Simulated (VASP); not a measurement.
Runs of VASP 6.6.1 on Zr. The structure is that of space group Im-3m (No. 229), or close to it. The cells are those of the table. 

```csv
cell,gap on the mesh (eV),pressure (GPa)
"a = 2.980 Å, angles 109.5°, 1 atom",none,(a)
"a = 3.020 Å, angles 109.5°, 1 atom",none,-0.1
"a = 2.894 Å, angles 109.5°, 1 atom",none,(b)
"a = 3.137 Å, angles 109.5°, 1 atom",none,-9.3
"a = 2.938 Å, angles 109.5°, 1 atom",none,9.2
"a = 3.060 Å, angles 109.5°, 1 atom",none,-3.7
"a = 3.099 Å, angles 109.5°, 1 atom",none,-6.7
```

Alike in all rows: task single point; level LDA; potentials or basis VASP PAW LDA potentials, release 64 (Zr_sv); no spin polarisation; k mesh 21 × 21 × 21; cutoff (eV) 520; smearing fermi-dirac 0.1 eV.

Estimate the missing entries.

(a) 4.2; (b) 15.1.

A k mesh can miss the band edges, and the runs leave out spin-orbit coupling on Zr.

A gap of «none» marks levels without a gap at the run's occupations.
